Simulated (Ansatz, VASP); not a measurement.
**One calculation of LiCl, two programs**

```xyz
2
Lattice="0.0000 2.5648 2.5648 2.4622 0.0000 2.5648 2.4622 2.5648 0.0000" Properties=species:S:1:pos:R:3 pbc="T T T"
Li    0.0000    0.0000    0.0000
Cl    2.4622    2.5648    2.5648
```

Change from the starting cell: strain -0.0400 x Voigt [1, 0, 0, 0, 0, 0], atoms carried along.

Alike in both runs: task single point; functional r2SCAN; k mesh 8 × 8 × 8; occupations gaussian, width 0.05 eV; no spin polarisation.

|  | VASP | Ansatz |
| --- | --- | --- |
| version | VASP 6.6.1 | Ansatz 0.2.0 |
| potentials or method | VASP PAW PBE potentials, release 64 (Li_sv, Cl), cutoff 520 eV | scalar-relativistic, plane waves, PAW |
| valence electrons in the cell | 10 | 10 |

```csv
,VASP,Ansatz,Ansatz less VASP
gap on the k mesh at the Fermi level (eV),7.52,7.44,-0.080
least direct gap on the mesh (eV),7.52,7.44,-0.080
```

VASP's potentials were made for PBE, not for r2SCAN.

Noted on VASP's run: the cutoff is short for stress, so the pressure is rough.
